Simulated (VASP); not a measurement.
GaN: single point with LDA

The system is GaN.

```
CELL_PARAMETERS angstrom
-3.15158 0.00000 0.00000
0.00000 0.00000 -5.13825
0.00000 -5.45869 0.00000
ATOMIC_POSITIONS crystal
Ga 0.50000 0.00320 0.17972
Ga 0.00000 0.99287 0.65362
Ga 0.00000 0.49287 0.34638
Ga 0.50000 0.50320 0.82028
N 0.50000 0.63518 0.16857
N 0.00000 0.63997 0.66479
N 0.00000 0.13997 0.33521
N 0.50000 0.13518 0.83143
```

This cell differs from its parent crystal: atoms displaced along several vibrational modes.

| Quantity | Value |
| --- | --- |
| Program | VASP 6.6.1 |
| Task | single point |
| Functional | LDA |
| Potentials or basis | VASP PAW LDA potentials, release 64 (Ga_d, N) |
| Cutoff | 520 eV |
| k mesh | 8 × 6 × 6 |
| Occupations | gaussian, width 0.05 eV |
| Spin | no spin polarisation |

The pressure is 2.8 GPa and the largest force is 2.787 eV/Å. The band gap on the k mesh is 1.94 eV.

Forces in eV/Å, atoms in the order of the input:
```
Ga   0.000  1.617 -0.332
Ga   0.000 -1.714 -2.198
Ga   0.000  1.714 -2.198
Ga   0.000 -1.617 -0.332
N    0.000 -0.085  0.937
N    0.000 -0.133  1.593
N    0.000  0.133  1.593
N    0.000  0.085  0.937
```

Stress tensor (GPa, compression positive):
```
-1.27  0.00  0.00
 0.00 -1.34  0.00
 0.00  0.00 10.91
```

Levels at points of the mesh, in eV from the valence-band top:
| k point | band 33 | band 34 | band 35 | band 36 | band 37 | band 38 | band 39 | band 40 |
| --- | --- | --- | --- | --- | --- | --- | --- | --- |
| (0.00, 0.00, 0.00) | -0.65 | -0.39 | -0.05 | 0.00 | 1.94 | 4.33 | 4.92 | 5.40 |
| (0.50, 0.00, 0.00) | -2.73 | -2.11 | -2.09 | -2.03 | 4.70 | 5.53 | 6.46 | 6.80 |
| (0.00, 0.50, 0.00) | -0.65 | -0.65 | -0.54 | -0.54 | 3.99 | 3.99 | 4.38 | 4.38 |
| (0.50, 0.50, 0.00) | -2.28 | -2.28 | -1.74 | -1.74 | 5.40 | 5.40 | 5.91 | 5.91 |
| (0.00, 0.00, 0.50) | -1.22 | -1.01 | -0.55 | -0.28 | 4.06 | 4.46 | 5.87 | 6.00 |
| (0.50, 0.00, 0.50) | -2.83 | -2.53 | -1.07 | -0.85 | 4.52 | 5.10 | 5.26 | 5.59 |
| (0.00, 0.50, 0.50) | -1.90 | -1.90 | -0.97 | -0.97 | 4.79 | 4.79 | 5.35 | 5.35 |
| (0.50, 0.50, 0.50) | -2.11 | -2.11 | -1.80 | -1.80 | 3.78 | 3.78 | 4.49 | 4.49 |

Run time: 4.3 min on 1 thread of Intel(R) Xeon(R) Platinum 8488C (Sapphire Rapids), with other jobs on the host, peak memory 0.33 GiB.

Caveat: the cell differs from its parent crystal (atoms displaced along several vibrational modes); the stress differs along the axes, from -1 to 11 GPa; forces of over 1 eV/Å act on the atoms, so gaps and moduli don't describe the material at rest.
